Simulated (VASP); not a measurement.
A run of VASP 6.6.1:

File INCAR:

```
SYSTEM = Si
  ALGO = Normal
  EDIFF = 1E-7
  ENCUT = 520
  GGA = PS
  ISIF = 2
  ISMEAR = 0
  LASPH = .TRUE.
  LCHARG = .FALSE.
  LREAL = .FALSE.
  LWAVE = .FALSE.
  NBANDS = 16
  NELM = 100
  PREC = Accurate
  SIGMA = 0.03
```

The input KPOINTS:

```
k-points
0
G
  12 12 12
  0 0 0
```

Contents of POSCAR:

```
Si
1.0
   -3.3631718883      3.3631718883      2.0219389392
    3.3631718883     -3.3631718883      2.0219389392
    3.3631718883      3.3631718883     -2.0219389392
Si
4
Direct
    0.1787304307      0.1787304307      0.3574608614
    0.8212695693      0.8212695693      0.6425391386
    0.1787304307      0.8212695693      0.0000000000
    0.8212695693      0.1787304307      0.0000000000
```

Potentials or basis: VASP PAW PBE potentials, release 64 (Si).

The run is started by

```bash
$ cat potpaw_PBE.64/Si/POTCAR > POTCAR
$ mpirun -np 1 vasp_std > vasp.out
```

Hardware: 1 thread of Intel(R) Xeon(R) Platinum 8488C (Sapphire Rapids), with other jobs on the host.

Q: How long does it take, and how much memory?

A: Wall time 3.6 min on 1 thread of Intel(R) Xeon(R) Platinum 8488C (Sapphire Rapids), on a shared host, peak memory 0.34 GiB. Counts: scf iterations 14, k points 163.
